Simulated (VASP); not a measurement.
A run of VASP 6.6.1:

File INCAR:

```
PREC     = Accurate       # precision mode
ENCUT    = 520            # plane-wave cutoff, eV
EDIFF    = 1E-6           # SCF threshold, eV
ISMEAR   = -1             # smearing method
SIGMA    = 0.0816         # smearing width, eV
LREAL    = F              # projectors in reciprocal space
LASPH    = T              # aspherical terms in the spheres
NELM     = 120            # most SCF steps
ALGO     = Normal         # electronic algorithm
ISIF     = 2              # what is computed and relaxed
LWAVE    = F              # write WAVECAR
LCHARG   = F              # write CHGCAR
GGA      = PE             # functional
NBANDS   = 15             # bands
GGA_COMPAT= F
```

The input KPOINTS:

```
regular mesh
0
Gamma
  10 10 10
```

The input POSCAR:

```
ZrC
1.0
    0.0000000000      2.3250000000      2.3250000000
    2.3250000000      0.0000000000      2.3250000000
    2.3250000000      2.3250000000      0.0000000000
Zr C
1 1
Direct
    0.0000000000      0.0000000000      0.0000000000
    0.5000000000      0.5000000000      0.5000000000
```

Potentials or basis: VASP PAW PBE potentials, release 64 (Zr_sv, C).

Launch:

```sh
$ cat potpaw_PBE.64/Zr_sv/POTCAR potpaw_PBE.64/C/POTCAR > POTCAR
$ mpirun -np 1 vasp_std > vasp.out
```

Hardware: 1 thread of Intel Xeon 8259CL (shared host).

**Question.** Estimate the wall time of this run.

**Answer.** Wall time 25 s on 1 thread of Intel Xeon 8259CL, with other jobs on the host, peak memory 0.15 GiB. Counts: scf iterations 14, k points 47.
